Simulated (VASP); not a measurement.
Input of a VASP 6.6.1 run:

The input INCAR:

```
SYSTEM = Ca3ZrBC3
  ALGO = Normal
  EDIFF = 1E-6
  ENCUT = 520
  GGA = PE
  ISIF = 2
  ISMEAR = 0
  LASPH = .TRUE.
  LCHARG = .FALSE.
  LREAL = .FALSE.
  LWAVE = .FALSE.
  NBANDS = 38
  NELM = 100
  PREC = Accurate
  SIGMA = 0.1
```

KPOINTS

```
k-points
0
G
  8 8 8
  0 0 0
```

Contents of POSCAR:

```
Ca3ZrBC3
1.0
    5.0861762634      0.0000000000      0.0000000000
    0.0000000000      5.0861762634      0.0000000000
    0.0000000000      0.0000000000      5.0861762634
Ca Zr B C
3 1 1 3
Direct
    0.5000000000      0.0000000000      0.0000000000
    0.0000000000      0.5000000000      0.0000000000
    0.0000000000      0.0000000000      0.5000000000
    0.5000000000      0.5000000000      0.5000000000
    0.0000000000      0.0000000000      0.0000000000
    0.0000000000      0.5000000000      0.5000000000
    0.5000000000      0.0000000000      0.5000000000
    0.5000000000      0.5000000000      0.0000000000
```

Potentials or basis: VASP PAW PBE potentials, release 64 (Ca_sv, Zr_sv, B, C).

The run is started by

```console
$ cat potpaw_PBE.64/Ca_sv/POTCAR potpaw_PBE.64/Zr_sv/POTCAR potpaw_PBE.64/B/POTCAR potpaw_PBE.64/C/POTCAR > POTCAR
$ mpirun -np 1 vasp_std > vasp.out
```

(1) Estimate the pressure.

Results:

(1) 0.2 GPa.
